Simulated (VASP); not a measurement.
# PbS (I4mm) in VASP: a series of runs

PbS is run at these levels: PBE; tasks: single point.

Program: VASP 6.6.1. These are calculated values, not measurements. Logs are shortened: lines on timing, memory, paths and dates and some standing lists are left out, and cuts for length are marked.

### 1 The cell of the first run

It takes space group I4mm (No. 107, tetragonal). Conventional cell: a = 4.194 Å, b = 4.194 Å, c = 5.931 Å, α = 90.00°, β = 90.00°, γ = 90.00°. Within 3.9 Å of Pb (site symmetry 4mm) lie 6 S at 2.95 to 2.99 Å. S (site symmetry 4mm) has 6 Pb at 2.95 to 2.99 Å within 3.9 Å.

### 2 Single point, PBE

The input, INCAR:

```
SYSTEM = PbS
PREC = Accurate
ENCUT = 500
EDIFF = 1E-6
ISMEAR = 0
SIGMA = 0.01
LREAL = .FALSE.
LASPH = .TRUE.
NELM = 120
ALGO = Normal
ISIF = 2
LWAVE = .FALSE.
LCHARG = .FALSE.
GGA = PE
NBANDS = 17
GGA_COMPAT = .FALSE.
```

The input, KPOINTS:

```
Automatic mesh
0
G
  6 6 6
  0 0 0
```

The input, POSCAR:

```
PbS
1.0
    0.0000000000      2.9657500000      2.9657500000
    2.9657500000      0.0000000000      2.9657500000
    2.9657500000      2.9657500000      0.0000000000
Pb S
1 1
Direct
    0.0000000000      0.0000000000      0.0000000000
    0.4966281716      0.5033718284      0.4966281716
```

Potentials or basis: VASP PAW PBE potentials, release 64 (Pb_d, S).

The run is started by

```console
cat potpaw_PBE.64/Pb_d/POTCAR potpaw_PBE.64/S/POTCAR > POTCAR
mpirun -np 1 vasp_std > vasp.out
```

OUTCAR:

```text
SYSTEM = PbS
   PREC = Accurate
   ENCUT = 500
   EDIFF = 1E-6
   ISMEAR = 0
   LREAL = .FALSE.
   LASPH = .TRUE.
   NELM = 120
   ISIF = 2
   GGA = PE

 ion  position               nearest neighbor table
   1  0.000  0.000  0.000-   2 2.95   2 2.97   2 2.97   2 2.97   2 2.97   2 2.99
   2  0.497  0.503  0.497-   1 2.95   1 2.97   1 2.97   1 2.97   1 2.97   1 2.99

  LATTYP: Found a face centered cubic cell.
 ALAT       =     5.9315000000

  Lattice vectors:

 A1 = (   0.0000000000,   2.9657500000,   2.9657500000)
 A2 = (   2.9657500000,   0.0000000000,   2.9657500000)
 A3 = (   2.9657500000,   2.9657500000,   0.0000000000)

Analysis of symmetry for initial positions (statically):
=====================================================================
 Subroutine PRICEL returns:
 Original cell was already a primitive cell.

 Routine SETGRP: Setting up the symmetry group for a
 face centered cubic supercell.

 Subroutine GETGRP returns: Found  8 space group operations
 (whereof  8 operations were pure point group operations)
 out of a pool of 48 trial point group operations.

The static configuration has the point symmetry C_4v.

Analysis of symmetry for dynamics (positions and initial velocities):
=====================================================================
 Subroutine PRICEL returns:
 Original cell was already a primitive cell.

 Routine SETGRP: Setting up the symmetry group for a
 face centered cubic supercell.

 Subroutine GETGRP returns: Found  8 space group operations
 (whereof  8 operations were pure point group operations)
 out of a pool of 48 trial point group operations.

The dynamic configuration has the point symmetry C_4v.

 Subroutine INISYM returns: Found  8 space group operations
 (whereof  8 operations are pure point group operations),
 and found     1 'primitive' translations

----------------------------------------------------------------------------------------

                                     Primitive cell

  volume of cell :      52.1715

  direct lattice vectors                    reciprocal lattice vectors
     0.000000000  2.965750000  2.965750000    -0.168591419  0.168591419  0.168591419
     2.965750000  0.000000000  2.965750000     0.168591419 -0.168591419  0.168591419
     2.965750000  2.965750000  0.000000000     0.168591419  0.168591419 -0.168591419

  length of vectors
     4.194203873  4.194203873  4.194203873     0.292008903  0.292008903  0.292008903

  position of ions in fractional coordinates (direct lattice)
     0.000000000  0.000000000  0.000000000
     0.496628172  0.503371828  0.496628172

  ion indices of the primitive-cell ions
   primitive index   ion index
                 1           1
                 2           2

----------------------------------------------------------------------------------------

 KPOINTS: Automatic mesh

Automatic generation of k-mesh.
 Grid dimensions read from file:
 generate k-points for:    6    6    6

 Generating k-lattice:

  Cartesian coordinates                     Fractional coordinates (reciprocal lattice)
    -0.028098570  0.028098570  0.028098570     0.166666667  0.000000000  0.000000000
     0.028098570 -0.028098570  0.028098570     0.000000000  0.166666667  0.000000000
     0.028098570  0.028098570 -0.028098570     0.000000000  0.000000000  0.166666667

  Length of vectors
     0.048668150  0.048668150  0.048668150

  Shift w.r.t. Gamma in fractional coordinates (k-lattice)
     0.000000000  0.000000000  0.000000000

 Subroutine IBZKPT returns following result:
 ===========================================

 Found     30 irreducible k-points:

 Following reciprocal coordinates:
            Coordinates               Weight
  0.000000  0.000000  0.000000      1.000000
  0.166667  0.000000  0.000000      8.000000
  0.333333  0.000000  0.000000      8.000000
  0.500000  0.000000  0.000000      4.000000
  0.166667  0.166667  0.000000      4.000000
  0.166667  0.000000  0.166667      2.000000
[... 16 lines left out ...]
  0.500000  0.333333  0.166667      8.000000
  0.166667  0.500000  0.333333      8.000000
 [... further k-points ...]
   k-points           NKPTS =     30   k-points in BZ     NKDIM =     30   number of bands    NBANDS=     17
   number of dos      NEDOS =    301   number of ions     NIONS =      2
   total plane-waves  NPLWV =  32768
   dimension x,y,z NGX =    32 NGY =   32 NGZ =   32
   dimension x,y,z NGXF=    64 NGYF=   64 NGZF=   64
   ions per type =               1   1
   NGX,Y,Z   is equivalent  to a cutoff of  12.68, 12.68, 12.68 a.u.
   NGXF,Y,Z  is equivalent  to a cutoff of  25.37, 25.37, 25.37 a.u.
 SYSTEM =  PbS
   PREC   = accura    normal or accurate (medium, high low for compatibility)
   ISTART =      0    job   : 0-new  1-cont  2-samecut
   ICHARG =      2    charge: 1-file 2-atom 10-const
   ISPIN  =      1    spin polarized calculation?
   LNONCOLLINEAR =      F non collinear calculations
   LSORBIT =      F    spin-orbit coupling
   LASPH  =      T    aspherical Exc in radial PAW
   ENCUT  =  500.0 eV  36.75 Ry    6.06 a.u.   7.65  7.65  7.65*2*pi/ulx,y,z
   NELM   =    120;   NELMIN=  2; NELMDL= -5     # of ELM steps
   EDIFF  = 0.1E-05   stopping-criterion for ELM
   LREAL  =      F    real-space projection
   EDIFFG = 0.1E-04   stopping-criterion for IOM
   NSW    =      0    number of steps for IOM
   IBRION =     -1    ionic relax: 0-MD 1-quasi-New 2-CG
   NFREE  =      0    steps in history (QN), initial steepest desc. (CG)
   ISIF   =      2    stress and relaxation
   ISYM   =      2    0-nonsym 1-usesym 2-fastsym
   POTIM  = 0.5000    time-step for ionic-motion
   TEBEG  =    0.0;   TEEND  =   0.0 temperature during run
   PSTRESS=    0.0 pullay stress
   NELECT =      20.0000    total number of electrons
   NUPDOWN=      -1.0000    fix difference up-down
   EMIN   =  10.00;   EMAX   =-10.00  energy-range for DOS
   EFERMI =   0.00;   METHOD = LEGACY
   ISMEAR =     0;   SIGMA  =   0.01  broadening in eV -4-tet -1-fermi 0-gaus
   EFERMI_NEDOS =   21; number of points for ismear=-14 and -15
   IALGO  =     38    algorithm
   IMIX   =      4    mixing-type and parameters
     AMIX     =   0.40;   BMIX     =  1.00
     AMIX_MAG =   1.60;   BMIX_MAG =  1.00
  volume/ion in A,a.u.               =      26.09       176.04
  Fermi-wavevector in a.u.,A,eV,Ry     =   1.189251  2.247359 19.242973  1.414319
  Thomas-Fermi vector in A             =   2.325363
   LORBIT       =      0    0 simple, 1 ext, 2 COOP (PROOUT), +10 PAW based schemes
   GGA     = PE    functional components
   LHFCALC =     F    Hartree Fock is set to
   AEXX    =    0.0000 exact exchange contribution
   IVDW    =     0    specifies the selected vdW correction
   LEPSILON=     F    determine dielectric tensor
   LRPA    =     F    only Hartree local field effects (RPA)
 non-spin polarized calculation
 Gauss-broadening in eV      SIGMA  =   0.01
  energy-cutoff  :      500.00
  volume of cell :       52.17
 maximum number of plane-waves:      1363
 NGX is ok and might be reduce to    32
   NGX = 15   NGY = 15   NGZ = 15

 number of electron      19.9999999 magnetization

 Free energy of the ion-electron system (eV)
  ---------------------------------------------------
  ext. energy  EPLUGINS =         0.00000000
  ---------------------------------------------------
  free energy    TOTEN  =        -8.75743926 eV

  energy without entropy =       -8.75743926  energy(sigma->0) =       -8.75743926

 E-fermi :   5.9525     XC(G=0):  -9.6832

 val. band max:        5.8186869879   @ k =   0.5000   0.0000   0.0000
 cond. band min:       6.1887467724   @ k =   0.5000   0.0000   0.0000
 fundamental gap:      0.3700597845
 Fermi energy:         5.9524626743

 k-point     1 :       0.0000    0.0000    0.0000
  band No.  band energies     occupation
      1     -11.0008      2.00000
      2     -11.0007      2.00000
      3     -11.0007      2.00000
      4     -10.9844      2.00000
      5     -10.9844      2.00000
      6      -7.7779      2.00000
[... 9 lines left out ...]
     16      12.5556      0.00000
     17      14.4789      0.00000

 k-point     2 :       0.1667    0.0000    0.0000
  band No.  band energies     occupation
      1     -10.9995      2.00000
      2     -10.9983      2.00000
      3     -10.9983      2.00000
      4     -10.9830      2.00000
      5     -10.9830      2.00000
      6      -7.5445      2.00000
[... 9 lines left out ...]
     16      13.1588      0.00000
     17      16.3288      0.00000

 k-point     3 :       0.3333    0.0000    0.0000
  band No.  band energies     occupation
      1     -11.0110      2.00000
      2     -11.0109      2.00000
      3     -10.9979      2.00000
      4     -10.9628      2.00000
      5     -10.9627      2.00000
      6      -6.9527      2.00000
[... 9 lines left out ...]
     16      14.5616      0.00000
     17      18.0790      0.00000

 k-point     4 :       0.5000    0.0000    0.0000
  band No.  band energies     occupation
      1     -11.0183      2.00000
      2     -11.0182      2.00000
      3     -10.9975      2.00000
      4     -10.9516      2.00000
      5     -10.9516      2.00000
      6      -6.5374      2.00000
[... 9 lines left out ...]
     16      15.9438      0.00000
     17      16.3694      0.00000
[... 343 lines left out ...]
      1     -11.1393      2.00000
      2     -11.0262      2.00000
      3     -10.9585      2.00000
      4     -10.9396      2.00000
      5     -10.9396      2.00000
      6      -6.1054      2.00000
[... 9 lines left out ...]
     16      18.0821      0.00000
     17      18.0878      0.00000

 k-point    23 :       0.5000    0.3333    0.1667
  band No.  band energies     occupation
      1     -11.0634      2.00000
      2     -11.0015      2.00000
      3     -10.9896      2.00000
      4     -10.9597      2.00000
      5     -10.9562      2.00000
      6      -6.4875      2.00000
[... 9 lines left out ...]
     16      16.4486      0.00000
     17      16.7787      0.00000

 k-point    24 :       0.1667    0.5000    0.3333
  band No.  band energies     occupation
      1     -11.0634      2.00000
      2     -11.0015      2.00000
      3     -10.9896      2.00000
      4     -10.9598      2.00000
      5     -10.9561      2.00000
      6      -6.4874      2.00000
[... 9 lines left out ...]
     16      16.4413      0.00000
     17      16.7855      0.00000

 [... further k-points ...]
[... 5 lines left out ...]
  --------------------------------------------------------------------------------------
  -------------------------------------------------------------------------------------
  Total        0.6913027      0.6971247      0.6913027      0.0000000      0.0000000      0.0000000
  in kB       21.2297664     21.4085579     21.2297664      0.0000000      0.0000000      0.0000000
  external PRESSURE =      21.2893636 kB  Pullay stress =       0.0000000 kB

 VOLUME and BASIS-vectors are now :
 -----------------------------------------------------------------------------
  energy-cutoff  :      500.00
  volume of cell :       52.17
      direct lattice vectors                 reciprocal lattice vectors
     0.000000000  2.965750000  2.965750000    -0.168591419  0.168591419  0.168591419
     2.965750000  0.000000000  2.965750000     0.168591419 -0.168591419  0.168591419
     2.965750000  2.965750000  0.000000000     0.168591419  0.168591419 -0.168591419

 POSITION                                       TOTAL-FORCE (eV/Angst)
 -----------------------------------------------------------------------------------
      0.00000      0.00000      0.00000         0.000000     -0.006303      0.000000
      2.96575      2.94575      2.96575         0.000000      0.006303      0.000000
 -----------------------------------------------------------------------------------
    total drift:                               -0.000000     -0.000059     -0.000000

  FREE ENERGIE OF THE ION-ELECTRON SYSTEM (eV)
  ---------------------------------------------------
  free  energy   TOTEN  =        -8.7574392567 eV

  energy  without entropy=       -8.7574392567  energy(sigma->0) =       -8.75743926
```

It took 8.8 s on 1 thread of Intel Xeon 6975P-C (Granite Rapids), shared host; peak memory 0.18 GiB.

What came out:

```
Free energy            : -8.7574 eV
Pressure               : 2.1 GPa
Largest force          : 0.006 eV/Å
Band gap on the k mesh : 0.37 eV
```

Forces in eV/Å, atoms in the order of the input:
```
Pb   0.000 -0.006  0.000
S    0.000  0.006  0.000
```

Levels at points of the mesh, in eV from the valence-band top:
```tsv
k point	band 8	band 9	band 10	band 11	band 12	band 13
(0.00, 0.00, 0.00)	-2.17	-2.17	-2.17	5.21	5.21	5.22
(0.50, 0.00, 0.00)	-1.78	-1.78	0.00	0.37	1.97	1.97
(0.50, 0.50, 0.00)	-5.20	-3.44	-3.44	3.86	5.58	5.69
(0.50, 0.00, 0.50)	-5.19	-3.44	-3.44	3.87	5.58	5.69
```

Caveat: spin-orbit coupling is left out, which moves the levels of the heavy elements. A k mesh can miss the band edges.

(Continued in part 2 of 2.)
